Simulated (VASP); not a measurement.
BeCo:

```xyz
2
Lattice="2.6060 0.0000 0.0000 0.0000 2.6060 0.0000 0.0000 0.0000 2.6060" Properties=species:S:1:pos:R:3 pbc="T T T"
Be    0.0000    0.0000    0.0000
Co    1.3030    1.3030    1.3030
```

Base run:

- Program: VASP 6.6.1
- Functional: LDA
- Potentials or basis: VASP PAW LDA potentials, release 64 (Be, Co)
- Cutoff: 520 eV
- k mesh: 8 × 8 × 8
- Occupations: fermi-dirac, width 0.15 eV
- Spin: collinear spin, ferromagnetic start
- Starting moments: [0.24, 2.62] μB
- Fixed moment: 3 μB

Its results: pressure 20.2 GPa; site moments Be +0.22; Co +2.54 μB.

Q: The run is repeated on the same cell with these changes: fixed moment from 3 μB to 1.8 μB; moments at the start from [0.24, 2.62] to [0.04, 1.81]. What comes out?

A: Pressure -0.7 GPa; site moments Be +0.03; Co +1.70 μB.

Caveats: the total moment is fixed, so each spin has its own Fermi level.
